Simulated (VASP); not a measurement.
Zr3Tl, 4 atoms in the cell. Symmetry: Pm-3m, No. 221, cubic system. Conventional cell: a = 4.474 Å, b = 4.474 Å, c = 4.474 Å, α = 90.00°, β = 90.00°, γ = 90.00°. Within 4.2 Å of Zr (site symmetry 4/mmm) lie 8 Zr at 3.16 Å and 4 Tl at 3.16 Å. Within 4.2 Å of Tl (site symmetry m-3m) lie 12 Zr at 3.16 Å. 

| Property | Result |
| --- | --- |
| Program | VASP 6.6.1 |
| Task | single point |
| Functional | PBEsol |
| Potentials or basis | VASP PAW PBE potentials, release 64 (Zr_sv, Tl_d) |
| Cutoff | 520 eV |
| k mesh | 3 × 3 × 3 |
| Occupations | gaussian, width 0.02 eV |
| Spin | no spin polarisation |
| Dipole correction | no |
| Further INCAR settings | ALGO = Normal; EDIFF = 1e-06; NBANDS = 32 |

Potentials or basis: VASP PAW PBE potentials, release 64 (Zr_sv, Tl_d).

The run is started by

```console
$ cat potpaw_PBE.64/Zr_sv/POTCAR potpaw_PBE.64/Tl_d/POTCAR > POTCAR
$ mpirun -np 1 vasp_std > vasp.out
```

Hardware: 1 thread of Intel(R) Xeon(R) 6975P-C (Granite Rapids), with other jobs on the host.

Problem. Estimate the wall time of this run.

Solution. Wall time 11 s on 1 thread of Intel(R) Xeon(R) 6975P-C (Granite Rapids), with other jobs on the host, peak memory 0.19 GiB. Counts: scf iterations 13, k points 4.
